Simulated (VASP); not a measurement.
Crystal: W4N.

```
CELL_PARAMETERS angstrom
4.49263 0.00000 0.00000
0.00000 4.49263 0.00000
0.00000 0.00000 4.67682
ATOMIC_POSITIONS crystal
W 0.00000 0.00000 0.00000
W 0.00000 0.50000 0.83554
W 0.50000 0.00000 0.16446
W 0.50000 0.50000 0.00000
N 0.50000 0.50000 0.50000
```

The cell was generated, and may not be a known phase.

| Property | Result |
| --- | --- |
| Program | VASP 6.6.1 |
| Task | relaxation of cell and atoms |
| Functional | PBE |
| Potentials or basis | VASP PAW PBE potentials, release 64 (W_sv, N) |
| Cutoff | 600 eV |
| k mesh | 4 × 4 × 4 |
| Occupations | gaussian, width 0.1 eV |
| Spin | no spin polarisation |

At the start: pressure 21.3 GPa; volume 18.88 Å³/atom.

Task: Where does the relaxation end?

Result: Over 33 steps the energy falls by 2304.9 meV/atom and the volume is 14.28 Å³/atom (-24.4 %); space group P-4m2 (No. 115, to 0.1 Å) before and after.

The path:
| step | energy change (eV) | largest force (eV/Å) | pressure (GPa) | volume (Å³) |
| --- | --- | --- | --- | --- |
| 1 | 0.0000 | 5.3094 | 21.29 | 94.40 |
| 2 | 1.1831 | 0.3020 | -31.96 | 130.19 |
| 3 | -1.8461 | 1.7690 | -13.64 | 108.29 |
| 4 | -1.8640 | 1.9548 | -11.69 | 107.10 |
| 5 | -3.8564 | 2.5824 | -3.15 | 93.86 |
| 6 | -4.0887 | 2.9737 | 11.36 | 86.34 |
| 7 | -4.1781 | 2.8513 | 5.12 | 88.93 |
| 8 | -4.1776 | 2.8815 | 6.43 | 88.33 |
| 9 | -4.9476 | 2.5874 | -2.07 | 88.92 |
| 10 | -4.9774 | 2.3559 | -3.63 | 89.04 |
| 11 | -5.3272 | 2.3648 | -6.17 | 88.90 |
| 12 | -6.2164 | 1.1609 | -14.21 | 88.48 |
| 13 | -6.7402 | 0.3090 | -23.81 | 87.63 |
| 14 | -8.1359 | 0.0474 | -18.43 | 82.08 |
| 15 | -9.8483 | 2.3952 | 38.71 | 66.27 |
| 16 | -9.9697 | 0.3243 | 5.53 | 72.39 |
| 17 | -10.1256 | 0.9087 | 15.99 | 70.04 |
| 18 | -11.0678 | 1.2583 | 12.13 | 70.01 |
| 19 | -11.0819 | 1.8765 | 17.20 | 69.53 |
| 20 | -11.2061 | 1.7499 | 13.98 | 69.78 |
| 21 | -11.3877 | 0.8892 | -2.97 | 73.15 |
| 22 | -11.3880 | 0.9225 | -2.40 | 73.01 |
| 23 | -11.4256 | 0.7839 | -2.10 | 72.75 |
| 24 | -11.4919 | 0.5179 | -0.50 | 71.94 |
| 25 | -11.3650 | 0.5147 | 5.39 | 70.30 |
| 26 | -11.5028 | 0.3593 | 0.28 | 71.63 |
| 27 | -11.5030 | 0.3032 | 0.47 | 71.56 |
| 28 | -11.5174 | 0.1073 | -0.37 | 71.61 |
| 29 | -11.5223 | 0.0782 | -1.14 | 71.67 |
| 30 | -11.5230 | 0.0000 | 1.56 | 71.04 |
| 31 | -11.5244 | 0.0355 | 0.30 | 71.32 |
| 32 | -11.5244 | 0.0345 | 0.34 | 71.31 |
| 33 | -11.5247 | 0.0152 | -0.06 | 71.41 |

Final structure:
```
W N
1.0
     4.12325    0.00000    0.00000
     0.00000    4.12325    0.00000
     0.00000    0.00000    4.20017
W N
4 1
Direct
  0.00000 0.00000 0.00000
  0.00000 0.50000 0.44931
  0.50000 0.00000 0.55069
  0.50000 0.50000 0.00000
  0.50000 0.50000 0.50000
```

Caveat: the volume moved by over 15 % at a fixed basis, so the end points are rough.
